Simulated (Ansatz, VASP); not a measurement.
Two plane-wave programs on LiF

INCAR

```
PREC = Accurate
ENCUT = 520
EDIFF = 1E-6
ISMEAR = 0
SIGMA = 0.05
LREAL = F
LASPH = T
NELM = 100
ALGO = Normal
ISIF = 2
LWAVE = F
LCHARG = F
NBANDS = 18
```

File KPOINTS:

```
regular mesh
0
Gamma
  9 9 6
```

File POSCAR:

```
LiF
1.0
    3.0791070745      0.0000000000      0.0000000000
   -1.5395535373      2.6665849475      0.0000000000
    0.0000000000      0.0000000000      5.0894560835
Li F
2 2
Direct
    0.3333333333      0.6666666667      0.3839784076
    0.6666666667      0.3333333333      0.8839784076
    0.3333333333      0.6666666667      0.9910195924
    0.6666666667      0.3333333333      0.4910195924
```

Input for Ansatz:

```yaml
crystal:
  lattice:
    - [3.0791070745, 0.0, 0.0]
    - [-1.5395535373, 2.6665849475, 0.0]
    - [0.0, 0.0, 5.0894560835]
  atoms:
    - { symbol: Li, position: [0.3333333333, 0.6666666667, 0.3839784076] }
    - { symbol: Li, position: [0.6666666667, 0.3333333333, 0.8839784076] }
    - { symbol: F, position: [0.3333333333, 0.6666666667, 0.9910195924] }
    - { symbol: F, position: [0.6666666667, 0.3333333333, 0.4910195924] }
basis:
  ecutwfc: 520.0
kpoints:
  mp_grid: { grid: [9, 9, 6] }
hamiltonian:
  xc: lda
scf:
  occupations: { method: gaussian, width: 0.05 }
output:
  forces: true
  stress: true
  eigenvalues: true
```

Alike in both runs: task single point; functional LDA; k mesh 9 × 9 × 6; occupations gaussian, width 0.05 eV; no spin polarisation.

```csv
,VASP,Ansatz
version,VASP 6.6.1,Ansatz 0.2.0
potentials or method,"VASP PAW LDA potentials, release 64 (Li_sv, F), cutoff 520 eV","scalar-relativistic, plane waves, PAW"
valence electrons in the cell,20,20
```

```tsv
	VASP	Ansatz	Ansatz less VASP
gap on the k mesh at the Fermi level (eV)	7.25	7.26	+0.014
least direct gap on the mesh (eV)	7.25	7.26	+0.014
rms of the force components (eV/Å)	0.089	0.087	-0.0018
```

LDA's correlation is that of Perdew and Zunger in VASP and of Perdew and Wang (1992) in Ansatz. Atom by atom the forces differ by 0.002 eV/Å (rms over components).

Noted on VASP's run: the cutoff is short for stress, so the pressure is rough.
